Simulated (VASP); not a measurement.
Write the native input for VASP 6.6.1 that does the following.

| Item | Value |
| --- | --- |
| Task | single point |
| Functional | PBE |
| Potentials or basis | VASP PAW PBE potentials, release 64 (Mg, O) |
| Cutoff | 520 eV |
| k mesh | 11 × 11 × 11 |
| Occupations | fermi-dirac, width 0.0612256 eV |
| Spin | no spin polarisation |
| Dipole correction | no |
| Further INCAR settings | ALGO = Normal; EDIFF = 1e-07; NBANDS = 47 |

The structure of Mg2O5 (cubic X2O5 type) lies in POSCAR:

```
Mg2O5
1.0
    5.1088166323      0.0000000000      0.0000000000
    0.0000000000      5.1088166323      0.0000000000
    0.0000000000      0.0000000000      5.1088166323
Mg O
4 10
Direct
    0.0000000000      0.0000000000      0.0000000000
    0.5000000000      0.5000000000      0.0000000000
    0.5000000000      0.0000000000      0.5000000000
    0.0000000000      0.5000000000      0.5000000000
    0.5000000000      0.0000000000      0.0000000000
    0.0000000000      0.5000000000      0.0000000000
    0.0000000000      0.0000000000      0.5000000000
    0.5000000000      0.5000000000      0.5000000000
    0.7500000000      0.7500000000      0.2500000000
    0.7500000000      0.2500000000      0.7500000000
    0.2500000000      0.7500000000      0.7500000000
    0.7500000000      0.2500000000      0.2500000000
    0.2500000000      0.7500000000      0.2500000000
    0.2500000000      0.2500000000      0.7500000000
```

These files were run (other wordings do the same):

INCAR

```
PREC     = Accurate       # precision mode
ENCUT    = 520            # plane-wave cutoff, eV
EDIFF    = 1E-7           # SCF threshold, eV
ISMEAR   = -1             # smearing method
SIGMA    = 0.06122561905347299 # smearing width, eV
LREAL    = F              # projectors in reciprocal space
LASPH    = T              # aspherical terms in the spheres
NELM     = 60             # most SCF steps
ALGO     = Normal         # electronic algorithm
ISIF     = 2              # what is computed and relaxed
LWAVE    = F              # write WAVECAR
LCHARG   = F              # write CHGCAR
GGA      = PE             # functional
NBANDS   = 47             # bands
```

KPOINTS

```
Automatic mesh
0
Gamma
  11 11 11
```

Potentials or basis: VASP PAW PBE potentials, release 64 (Mg, O).

Run with:

```sh
$ cat potpaw_PBE.64/Mg/POTCAR potpaw_PBE.64/O/POTCAR > POTCAR
$ mpirun -np 1 vasp_std > vasp.out
```

Results of the run:

The pressure is 4.6 GPa. The band gap on the k mesh is zero (bands 34 and 35 overlap by 0.30 eV).

Caveat: the cell stands under pressure; semilocal functionals underestimate gaps, and a narrow one can read as zero.

Wall time 10 min on 1 thread of Oxide Virtual Turin-like Processor (shared host), peak memory 0.36 GiB.
